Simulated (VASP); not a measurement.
Write the native input for VASP 6.6.1 that does the following.

```
Task                   : single point
Functional             : PBE
Potentials or basis    : VASP PAW PBE potentials, release 64 (Si, C)
Cutoff                 : 600 eV
k mesh                 : 3 × 3 × 3
Occupations            : gaussian, width 0.01 eV
Spin                   : no spin polarisation
Dipole correction      : no
Further INCAR settings : ALGO = Normal; EDIFF = 1e-06; NBANDS = 11
```

The structure of SiC lies in POSCAR:

```
SiC
1.0
    0.0000000000      2.1495504440      2.1495504440
    2.1495504440      0.0000000000      2.1495504440
    2.1495504440      2.1495504440      0.0000000000
Si C
1 1
Direct
    0.0000000000      0.0000000000      0.0000000000
    0.2500000000      0.2500000000      0.2500000000
```

The input as run:

INCAR

```
PREC = Accurate
ENCUT = 600
EDIFF = 1E-6
ISMEAR = 0
SIGMA = 0.01
LREAL = F
LASPH = T
NELM = 120
ALGO = Normal
ISIF = 2
LWAVE = F
LCHARG = T
GGA = PE
LELF = T
LVHAR = T
NBANDS = 11
GGA_COMPAT = F
```

KPOINTS

```
regular mesh
0
Gamma
  3 3 3
```

Potentials or basis: VASP PAW PBE potentials, release 64 (Si, C).

The run is started by

```bash
$ cat potpaw_PBE.64/Si/POTCAR potpaw_PBE.64/C/POTCAR > POTCAR
$ mpirun -np 1 vasp_std > vasp.out
```

Results of the run:

```
Pressure               : 14.8 GPa
Band gap on the k mesh : 2.53 eV, indirect (least direct gap 5.24 eV)
```

Caveat: the k points lie up to 0.84 Å⁻¹ apart.

It took 3.9 s on 1 thread of Intel Xeon 8259CL (shared host), peak memory 0.13 GiB.
